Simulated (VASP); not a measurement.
# Ba4AlAs (F-43m) in VASP: further runs

Runs on Ba4AlAs. Level: PBE. Tasks: single point, relaxation of cell and atoms.

Everything below comes from runs of VASP 6.6.1. Logs are shortened: lines on timing, memory, paths and dates and some standing lists are left out, and cuts for length are marked.

## 1. The cell of the first run

The structure is cubic, space group F-43m (No. 216). The conventional cell has a = 8.781 Å, b = 8.781 Å, c = 8.781 Å, α = 90.00°, β = 90.00°, γ = 90.00°. Ba (site symmetry 3m) has 6 Ba at 3.08 to 3.13 Å and 3 As at 3.64 Å and 3 Al at 3.64 Å within 4.1 Å. Within 4.8 Å of Al (site symmetry -43m) lie 12 Ba at 3.64 Å and 4 As at 3.80 Å. As (site symmetry -43m) has 12 Ba at 3.64 Å and 4 Al at 3.80 Å within 4.8 Å.

The cell was generated, and may not be a known phase.

## 2. Single point, PBE

INCAR

```
PREC     = Accurate       # precision mode
ENCUT    = 510            # plane-wave cutoff, eV
EDIFF    = 1E-6           # SCF threshold, eV
ISMEAR   = 0              # smearing method
SIGMA    = 0.1            # smearing width, eV
LREAL    = False          # projectors in reciprocal space
LASPH    = True           # aspherical terms in the spheres
NELM     = 120            # most SCF steps
ALGO     = Normal         # electronic algorithm
ISIF     = 2              # what is computed and relaxed
LWAVE    = False          # write WAVECAR
LCHARG   = False          # write CHGCAR
GGA      = PE             # functional
NBANDS   = 38             # bands
GGA_COMPAT= False
```

KPOINTS

```
Automatic mesh
0
Gamma
  4 4 4
```

POSCAR

```
Ba4AlAs
1.0
    0.0000000000      4.3904850600      4.3904850600
    4.3904850600      0.0000000000      4.3904850600
    4.3904850600      4.3904850600      0.0000000000
Ba Al As
4 1 1
Direct
    0.3759208700      0.3759208700      0.8722373800
    0.8722373800      0.3759208700      0.3759208700
    0.3759208700      0.3759208700      0.3759208700
    0.3759208700      0.8722373800      0.3759208700
    0.0000000000      0.0000000000      0.0000000000
    0.7500000000      0.7500000000      0.7500000000
```

Potentials or basis: VASP PAW PBE potentials, release 64 (Ba_sv, Al, As_d).

Launch:

```sh
$ cat potpaw_PBE.64/Ba_sv/POTCAR potpaw_PBE.64/Al/POTCAR potpaw_PBE.64/As_d/POTCAR > POTCAR
$ mpirun -np 1 vasp_std > vasp.out
```

OUTCAR:

```text
PREC = Accurate
   ENCUT = 510
   EDIFF = 1E-6
   ISMEAR = 0
   LREAL = False
   LASPH = True
   NELM = 120
   ISIF = 2
   GGA = PE

 ion  position               nearest neighbor table
   1  0.376  0.376  0.872-   2 3.08   3 3.08   4 3.08   3 3.13   4 3.13   2 3.13   6 3.64   6 3.64
                             6 3.64   5 3.64   5 3.64   5 3.64
   2  0.872  0.376  0.376-   1 3.08   3 3.08   4 3.08   3 3.13   1 3.13   4 3.13   6 3.64   6 3.64
                             6 3.64   5 3.64   5 3.64   5 3.64
   3  0.376  0.376  0.376-   1 3.08   2 3.08   4 3.08   1 3.13   4 3.13   2 3.13   6 3.64   6 3.64
                             6 3.64   5 3.64   5 3.64   5 3.64
   4  0.376  0.872  0.376-   1 3.08   2 3.08   3 3.08   1 3.13   3 3.13   2 3.13   6 3.64   6 3.64
                             6 3.64   5 3.64   5 3.64   5 3.64
   5  0.000  0.000  0.000-   1 3.64   2 3.64   4 3.64   3 3.64   3 3.64   3 3.64   1 3.64   1 3.64
                             4 3.64   2 3.64   2 3.64   4 3.64
   6  0.750  0.750  0.750-   1 3.64   4 3.64   1 3.64   2 3.64   2 3.64   4 3.64   3 3.64   3 3.64
                             3 3.64   1 3.64   2 3.64   4 3.64

  LATTYP: Found a face centered cubic cell.
 ALAT       =     8.7809701200

  Lattice vectors:

 A1 = (   0.0000000000,   4.3904850600,   4.3904850600)
 A2 = (   4.3904850600,   0.0000000000,   4.3904850600)
 A3 = (   4.3904850600,   4.3904850600,   0.0000000000)

Analysis of symmetry for initial positions (statically):
=====================================================================
 Subroutine PRICEL returns:
 Original cell was already a primitive cell.

 Routine SETGRP: Setting up the symmetry group for a
 face centered cubic supercell.

 Subroutine GETGRP returns: Found 24 space group operations
 (whereof 24 operations were pure point group operations)
 out of a pool of 48 trial point group operations.

The static configuration has the point symmetry T_d .

Analysis of symmetry for dynamics (positions and initial velocities):
=====================================================================
 Subroutine PRICEL returns:
 Original cell was already a primitive cell.

 Routine SETGRP: Setting up the symmetry group for a
 face centered cubic supercell.

 Subroutine GETGRP returns: Found 24 space group operations
 (whereof 24 operations were pure point group operations)
 out of a pool of 48 trial point group operations.

The dynamic configuration has the point symmetry T_d .

 Subroutine INISYM returns: Found 24 space group operations
 (whereof 24 operations are pure point group operations),
 and found     1 'primitive' translations

----------------------------------------------------------------------------------------

                                     Primitive cell

  volume of cell :     169.2651

  direct lattice vectors                    reciprocal lattice vectors
     0.000000000  4.390485060  4.390485060    -0.113882633  0.113882633  0.113882633
     4.390485060  0.000000000  4.390485060     0.113882633 -0.113882633  0.113882633
     4.390485060  4.390485060  0.000000000     0.113882633  0.113882633 -0.113882633

  length of vectors
     6.209083517  6.209083517  6.209083517     0.197250507  0.197250507  0.197250507

  position of ions in fractional coordinates (direct lattice)
     0.375920870  0.375920870  0.872237380
     0.872237380  0.375920870  0.375920870
     0.375920870  0.375920870  0.375920870
     0.375920870  0.872237380  0.375920870
     0.000000000  0.000000000  0.000000000
     0.750000000  0.750000000  0.750000000

  ion indices of the primitive-cell ions
   primitive index   ion index
                 1           1
                 2           2
                 3           3
                 4           4
                 5           5
                 6           6

----------------------------------------------------------------------------------------

 KPOINTS: Automatic mesh

Automatic generation of k-mesh.
 Grid dimensions read from file:
 generate k-points for:    4    4    4

 Generating k-lattice:

  Cartesian coordinates                     Fractional coordinates (reciprocal lattice)
    -0.028470658  0.028470658  0.028470658     0.250000000  0.000000000  0.000000000
     0.028470658 -0.028470658  0.028470658     0.000000000  0.250000000  0.000000000
     0.028470658  0.028470658 -0.028470658     0.000000000  0.000000000  0.250000000

  Length of vectors
     0.049312627  0.049312627  0.049312627

  Shift w.r.t. Gamma in fractional coordinates (k-lattice)
     0.000000000  0.000000000  0.000000000

 Subroutine IBZKPT returns following result:
 ===========================================

 Found      8 irreducible k-points:

 Following reciprocal coordinates:
            Coordinates               Weight
  0.000000  0.000000  0.000000      1.000000
  0.250000  0.000000  0.000000      8.000000
  0.500000  0.000000  0.000000      4.000000
  0.250000  0.250000  0.000000      6.000000
  0.500000  0.250000  0.000000     24.000000
 -0.250000  0.250000  0.000000     12.000000
  0.500000  0.500000  0.000000      3.000000
 -0.250000  0.500000  0.250000      6.000000
   k-points           NKPTS =      8   k-points in BZ     NKDIM =      8   number of bands    NBANDS=     38
   number of dos      NEDOS =    301   number of ions     NIONS =      6
   total plane-waves  NPLWV = 110592
   dimension x,y,z NGX =    48 NGY =   48 NGZ =   48
   dimension x,y,z NGXF=    96 NGYF=   96 NGZF=   96
   ions per type =               4   1   1
   NGX,Y,Z   is equivalent  to a cutoff of  12.85, 12.85, 12.85 a.u.
   NGXF,Y,Z  is equivalent  to a cutoff of  25.70, 25.70, 25.70 a.u.
 SYSTEM =  unknown system
   PREC   = accura    normal or accurate (medium, high low for compatibility)
   ISTART =      0    job   : 0-new  1-cont  2-samecut
   ICHARG =      2    charge: 1-file 2-atom 10-const
   ISPIN  =      1    spin polarized calculation?
   LNONCOLLINEAR =      F non collinear calculations
   LSORBIT =      F    spin-orbit coupling
   LASPH  =      T    aspherical Exc in radial PAW
   ENCUT  =  510.0 eV  37.48 Ry    6.12 a.u.  11.43 11.43 11.43*2*pi/ulx,y,z
   NELM   =    120;   NELMIN=  2; NELMDL= -5     # of ELM steps
   EDIFF  = 0.1E-05   stopping-criterion for ELM
   LREAL  =      F    real-space projection
   EDIFFG = 0.1E-04   stopping-criterion for IOM
   NSW    =      0    number of steps for IOM
   IBRION =     -1    ionic relax: 0-MD 1-quasi-New 2-CG
   NFREE  =      0    steps in history (QN), initial steepest desc. (CG)
   ISIF   =      2    stress and relaxation
   ISYM   =      2    0-nonsym 1-usesym 2-fastsym
   POTIM  = 0.5000    time-step for ionic-motion
   TEBEG  =    0.0;   TEEND  =   0.0 temperature during run
   PSTRESS=    0.0 pullay stress
   NELECT =      58.0000    total number of electrons
   NUPDOWN=      -1.0000    fix difference up-down
   EMIN   =  10.00;   EMAX   =-10.00  energy-range for DOS
   EFERMI =   0.00;   METHOD = LEGACY
   ISMEAR =     0;   SIGMA  =   0.10  broadening in eV -4-tet -1-fermi 0-gaus
   EFERMI_NEDOS =   21; number of points for ismear=-14 and -15
   IALGO  =     38    algorithm
   IMIX   =      4    mixing-type and parameters
     AMIX     =   0.40;   BMIX     =  1.00
     AMIX_MAG =   1.60;   BMIX_MAG =  1.00
  volume/ion in A,a.u.               =      28.21       190.38
  Fermi-wavevector in a.u.,A,eV,Ry     =   1.145588  2.164847 17.855893  1.312371
  Thomas-Fermi vector in A             =   2.282275
   LORBIT       =      0    0 simple, 1 ext, 2 COOP (PROOUT), +10 PAW based schemes
   GGA     = PE    functional components
   LHFCALC =     F    Hartree Fock is set to
   AEXX    =    0.0000 exact exchange contribution
   IVDW    =     0    specifies the selected vdW correction
   LEPSILON=     F    determine dielectric tensor
   LRPA    =     F    only Hartree local field effects (RPA)
 non-spin polarized calculation
 Gauss-broadening in eV      SIGMA  =   0.10
  energy-cutoff  :      510.00
  volume of cell :      169.27
 maximum number of plane-waves:      4477
 NGX is ok and might be reduce to    48
   NGX = 23   NGY = 23   NGZ = 23

 number of electron      57.9999986 magnetization

 Free energy of the ion-electron system (eV)
  ---------------------------------------------------
  ext. energy  EPLUGINS =         0.00000000
  ---------------------------------------------------
  free energy    TOTEN  =       -11.04875072 eV

  energy without entropy =      -11.01403891  energy(sigma->0) =      -11.03139482

 E-fermi :   4.4311     XC(G=0):  -9.9461

 val. band max:        4.3700704242   @ k =   0.5000   0.2500   0.0000
 cond. band min:       4.4350348120   @ k =  -0.2500   0.2500   0.0000
 fundamental gap:      0.0649643878
 Fermi energy:         4.4311305147

 k-point     1 :       0.0000    0.0000    0.0000
  band No.  band energies     occupation
      1     -30.5022      2.00000
      2     -30.5022      2.00000
      3     -30.4996      2.00000
      4     -30.4996      2.00000
      5     -30.4996      2.00000
      6     -24.9305      2.00000
[... 30 lines left out ...]
     37       9.8184      0.00000
     38       9.8218      0.00000

 k-point     2 :       0.2500    0.0000    0.0000
  band No.  band energies     occupation
      1     -30.5022      2.00000
      2     -30.5022      2.00000
      3     -30.4996      2.00000
      4     -30.4996      2.00000
      5     -30.4996      2.00000
      6     -24.8138      2.00000
[... 30 lines left out ...]
     37       7.7497      0.00000
     38       8.3283      0.00000

 k-point     3 :       0.5000    0.0000    0.0000
  band No.  band energies     occupation
      1     -30.5023      2.00000
      2     -30.5023      2.00000
      3     -30.4997      2.00000
      4     -30.4996      2.00000
      5     -30.4996      2.00000
      6     -24.6446      2.00000
[... 30 lines left out ...]
     37       7.8127      0.00000
[... 125 lines left out ...]
 k-point     7 :       0.5000    0.5000    0.0000
  band No.  band energies     occupation
      1     -30.5023      2.00000
      2     -30.5022      2.00000
      3     -30.4997      2.00000
      4     -30.4996      2.00000
      5     -30.4996      2.00000
      6     -24.3808      2.00000
[... 30 lines left out ...]
     37       7.8903      0.00000
     38       7.9407      0.00000

 k-point     8 :      -0.2500    0.5000    0.2500
  band No.  band energies     occupation
      1     -30.5023      2.00000
      2     -30.5023      2.00000
      3     -30.4997      2.00000
      4     -30.4996      2.00000
      5     -30.4996      2.00000
      6     -24.3808      2.00000
[... 30 lines left out ...]
     37       6.9058      0.00000
     38       7.4968      0.00000

------------------------ aborting loop because EDIFF is reached ----------------------------------------

  FORCE on cell =-STRESS in cart. coord.  units (eV):
  Direction    XX          YY          ZZ          XY          YZ          ZX
  --------------------------------------------------------------------------------------
  -------------------------------------------------------------------------------------
  Total       15.3875643     15.3875643     15.3875643      0.0000000      0.0000000      0.0000000
  in kB      145.6508275    145.6508275    145.6508275      0.0000000      0.0000000      0.0000000
  external PRESSURE =     145.6508275 kB  Pullay stress =       0.0000000 kB

 VOLUME and BASIS-vectors are now :
 -----------------------------------------------------------------------------
  energy-cutoff  :      510.00
  volume of cell :      169.27
      direct lattice vectors                 reciprocal lattice vectors
     0.000000000  4.390485060  4.390485060    -0.113882633  0.113882633  0.113882633
     4.390485060  0.000000000  4.390485060     0.113882633 -0.113882633  0.113882633
     4.390485060  4.390485060  0.000000000     0.113882633  0.113882633 -0.113882633

 POSITION                                       TOTAL-FORCE (eV/Angst)
 -----------------------------------------------------------------------------------
      5.48002      5.48002      3.30095         0.041947      0.041947     -0.041947
      3.30095      5.48002      5.48002        -0.041947      0.041947      0.041947
      3.30095      3.30095      3.30095        -0.041947     -0.041947     -0.041947
      5.48002      3.30095      5.48002         0.041947     -0.041947      0.041947
      0.00000      0.00000      0.00000        -0.000000     -0.000000     -0.000000
      6.58573      6.58573      6.58573        -0.000000     -0.000000     -0.000000
 -----------------------------------------------------------------------------------
    total drift:                                0.000043      0.000043      0.000043

  FREE ENERGIE OF THE ION-ELECTRON SYSTEM (eV)
  ---------------------------------------------------
  free  energy   TOTEN  =       -11.0487507247 eV

  energy  without entropy=      -11.0140389139  energy(sigma->0) =      -11.03139482
```

Wall time 32 s (1 thread of Intel Xeon 6975P-C (Granite Rapids), shared host); peak memory 0.34 GiB.

What came out:

```
Free energy            : -11.0488 eV
Pressure               : 14.6 GPa
Largest force          : 0.073 eV/Å
Band gap on the k mesh : zero (bands 29 and 30 overlap by 0.80 eV)
```

Forces on the atoms (eV/Å):
```
Ba   0.042  0.042 -0.042
Ba  -0.042  0.042  0.042
Ba  -0.042 -0.042 -0.042
Ba   0.042 -0.042  0.042
Al   0.000  0.000  0.000
As   0.000  0.000  0.000
```

Levels at points of the mesh, in eV from the Fermi level:
```
           k point  band 27  band 28  band 29  band 30  band 31  band 32
(0.00, 0.00, 0.00)    -2.09    -0.44    -0.44    -0.44     0.56     0.56
(0.50, 0.00, 0.00)    -1.08    -0.17    -0.17     0.42     0.42     0.99
(0.50, 0.50, 0.00)    -0.66    -0.47    -0.47     0.12     0.13     2.10
```

Caveat: the cell stands under pressure; spin-orbit coupling is left out, which moves the levels of the heavy elements.

(Continued in part 2 of 2.)

The gap in the log of VASP goes by the Fermi energy; the results here count the filled bands.